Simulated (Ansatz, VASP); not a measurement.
One calculation of Be2SnI2, two programs

```
CELL_PARAMETERS angstrom
4.09867 0.00000 0.00000
-2.04934 3.54956 0.00000
0.00000 0.00000 10.00772
ATOMIC_POSITIONS crystal
Sn 0.00000 0.00000 0.50000
I 0.33330 0.66670 0.84441
I 0.66670 0.33330 0.15559
Be 0.33330 0.66670 0.34534
Be 0.66670 0.33330 0.65466
```

Alike in both runs: task single point; functional PBE; k mesh 10 × 10 × 4; no spin polarisation.

|  | VASP | Ansatz |
| --- | --- | --- |
| version | VASP 6.6.1 | Ansatz 0.2.0 |
| potentials or method | VASP PAW PBE potentials, release 64 (Sn_d, I, Be), cutoff 520 eV | PAW plane waves |
| occupations | fermi-dirac, width 0.1 eV | fermi-dirac |
| valence electrons in the cell | 32 | 52 |

```csv
,VASP,Ansatz,Ansatz less VASP
pressure (GPa),-5.8,-5.8,+0.01
"traceless stress, the component that is largest in VASP (GPa)",0.23,0.23,-0.002
rms of the force components (eV/Å),0.621,0.622,+0.0010
```

Atom by atom the forces differ by 0.001 eV/Å (rms over components). VASP's potentials hold 32 valence electrons a cell and Ansatz's 52, so a difference there can come from the potentials and not from the codes. Ansatz's warnings: structure snapped to symmetry.

Neither program's run includes spin-orbit coupling.
